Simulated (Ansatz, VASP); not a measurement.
# One calculation of InP3, two programs

INCAR

```
SYSTEM = InP3
  ALGO = Normal
  EDIFF = 1E-7
  ENCUT = 520
  GGA = PS
  ISIF = 2
  ISMEAR = 0
  LASPH = .True.
  LCHARG = .False.
  LREAL = .False.
  LWAVE = .False.
  NBANDS = 38
  NELM = 80
  PREC = Accurate
  SIGMA = 0.3
```

The input KPOINTS:

```
k-points
0
Gamma
  6 6 6
  0 0 0
```

The input POSCAR:

```
InP3
1.0
    3.7244993001      2.1503406735      3.2950000000
   -3.7244993001      2.1503406735      3.2950000000
    0.0000000000     -4.3006813470      3.2950000000
In P
2 6
Direct
    0.2755000000      0.2755000000      0.2755000000
    0.7245000000      0.7245000000      0.7245000000
    0.7963000000      0.2414000000      0.7963000000
    0.7963000000      0.7963000000      0.2414000000
    0.2414000000      0.7963000000      0.7963000000
    0.2037000000      0.7586000000      0.2037000000
    0.7586000000      0.2037000000      0.2037000000
    0.2037000000      0.2037000000      0.7586000000
```

Input for Ansatz:

```yaml
crystal:
  lattice:
    - [3.7244993001, 2.1503406735, 3.295]
    - [-3.7244993001, 2.1503406735, 3.295]
    - [0.0, -4.300681347, 3.295]
  atoms:
    - { symbol: In, position: [0.2755, 0.2755, 0.2755] }
    - { symbol: In, position: [0.7245, 0.7245, 0.7245] }
    - { symbol: P, position: [0.7963, 0.2414, 0.7963] }
    - { symbol: P, position: [0.7963, 0.7963, 0.2414] }
    - { symbol: P, position: [0.2414, 0.7963, 0.7963] }
    - { symbol: P, position: [0.2037, 0.7586, 0.2037] }
    - { symbol: P, position: [0.7586, 0.2037, 0.2037] }
    - { symbol: P, position: [0.2037, 0.2037, 0.7586] }
basis:
  ecutwfc: 420
kpoints:
  mp_grid: { grid: [6, 6, 6] }
hamiltonian:
  xc: pbesol
scf:
  occupations: { method: gaussian, width: 0.3 }
output:
  forces: true
  stress: true
  eigenvalues: true
```

Alike in both runs: task single point; functional PBEsol; k mesh 6 × 6 × 6; occupations gaussian, width 0.3 eV; no spin polarisation.

|  | VASP | Ansatz |
| --- | --- | --- |
| version | VASP 6.6.1 | Ansatz 0.2.0 |
| potentials or method | VASP PAW PBE potentials, release 64 (In_d, P), cutoff 520 eV | scalar-relativistic, plane waves, PAW |
| valence electrons in the cell | 56 | 56 |

Ansatz gave:

* gap on the k mesh at the Fermi level (eV): none
* pressure (GPa): -0.2
* rms of the force components (eV/Å): 0.083

Problem. Estimate VASP's values.

Solution. gap on the k mesh at the Fermi level (eV): none; pressure (GPa): -0.2; rms of the force components (eV/Å): 0.072.

VASP's potentials were made for PBE, not for PBEsol. Atom by atom the forces differ by 0.012 eV/Å (rms over components). A gap of «none» marks a metal or a gap that the smearing closes.
